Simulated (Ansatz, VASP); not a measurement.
## ZnS in VASP and in Ansatz

```
Zn S
1.0
     3.93414    0.00000    0.00000
    -1.96707    3.40707    0.00000
     0.00000    0.00000    5.95042
Zn S
2 2
Direct
  0.33333 0.66667 0.25000
  0.66667 0.33333 0.75000
  0.66667 0.33333 0.25000
  0.33333 0.66667 0.75000
```

Alike in both runs: task single point; functional PBE; k mesh 6 × 6 × 4; no spin polarisation.

|  | VASP | Ansatz |
| --- | --- | --- |
| version | VASP 6.6.1 | Ansatz 0.2.0 |
| potentials or method | VASP PAW PBE potentials, release 64 (Zn, S) | plane waves, PAW |
| plane-wave cutoff (eV) | 520 | 420 |
| occupations | gaussian, width 0.01 eV | fixed |
| valence electrons in the cell | 36 | 36 |

Ansatz gave:

| Item | Value |
| --- | --- |
| gap on the k mesh at the Fermi level (eV) | 1.56 |
| pressure (GPa) | 2.2 |
| traceless stress, the component that is largest in VASP (GPa) | -1.18 |

Q: Estimate VASP's values.

A: gap on the k mesh at the Fermi level (eV): 1.57; pressure (GPa): 2.4; traceless stress, the component that is largest in VASP (GPa): -1.32.
